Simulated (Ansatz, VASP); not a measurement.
## One calculation of Al2O3, two programs

File INCAR:

```
  PREC = Accurate
  ENCUT = 520
  EDIFF = 1E-7
  ISMEAR = -1
  SIGMA = 0.05
  LREAL = F
  LASPH = T
  NELM = 60
  ALGO = Normal
  ISIF = 2
  LWAVE = F
  LCHARG = T
  GGA = PS
  LELF = T
  LVHAR = T
  NBANDS = 20
```

KPOINTS

```
regular mesh
0
Gamma
  10 10 4
```

The input POSCAR:

```
Al2O3
1.0
    3.0374664545      0.0000000000      0.0000000000
   -1.5187332272      2.6305231128      0.0000000000
    0.0000000000      0.0000000000      7.6248006165
Al O
2 3
Direct
    0.0000000000      0.0000000000      0.7220490000
    0.0000000000      0.0000000000      0.2779510000
    0.0000000000      0.0000000000      0.5000000000
    0.6666666667      0.3333333333      0.8005460000
    0.3333333333      0.6666666667      0.1994540000
```

Contents of input.yaml:

```yaml
crystal:
  lattice:
    - [3.0374664545, 0.0, 0.0]
    - [-1.5187332272, 2.6305231128, 0.0]
    - [0.0, 0.0, 7.6248006165]
  atoms:
    - { symbol: Al, position: [0.0, 0.0, 0.722049] }
    - { symbol: Al, position: [0.0, 0.0, 0.277951] }
    - { symbol: O, position: [0.0, 0.0, 0.5] }
    - { symbol: O, position: [0.6666666667, 0.3333333333, 0.800546] }
    - { symbol: O, position: [0.3333333333, 0.6666666667, 0.199454] }
kpoints:
  mp_grid: { grid: [10, 10, 4] }
scf:
  occupations: { method: fermi_dirac, width: 0.05 }
hamiltonian:
  xc: pbesol
  pseudopotentials: { kind: all_electron, lapw: { basis_error: 0.002 } }
output:
  forces: true
  stress: true
  eigenvalues: true
```

Change from the starting cell: volume scaled by 1.02.

Alike in both runs: task single point; functional PBEsol; k mesh 10 × 10 × 4; occupations fermi-dirac, width 0.05 eV; no spin polarisation.

|  | VASP | Ansatz |
| --- | --- | --- |
| version | VASP 6.6.1 | Ansatz 0.2.0 |
| potentials or method | VASP PAW PBE potentials, release 64 (Al, O), cutoff 520 eV | all-electron LAPW, scalar-relativistic |

Ansatz gave:

* gap on the k mesh at the Fermi level (eV): 2.10
* least direct gap on the mesh (eV): 2.10
* pressure (GPa): -6.6
* traceless stress, the component that is largest in VASP (GPa): 0.06
* rms of the force components (eV/Å): 0.175

Estimate VASP's values.

gap on the k mesh at the Fermi level (eV): 2.06; least direct gap on the mesh (eV): 2.06; pressure (GPa): -6.5; traceless stress, the component that is largest in VASP (GPa): 0.34; rms of the force components (eV/Å): 0.159.

VASP's potentials were made for PBE, not for PBEsol. Atom by atom the forces differ by 0.019 eV/Å (rms over components). Ansatz ran all-electron here, and VASP with PAW potentials.
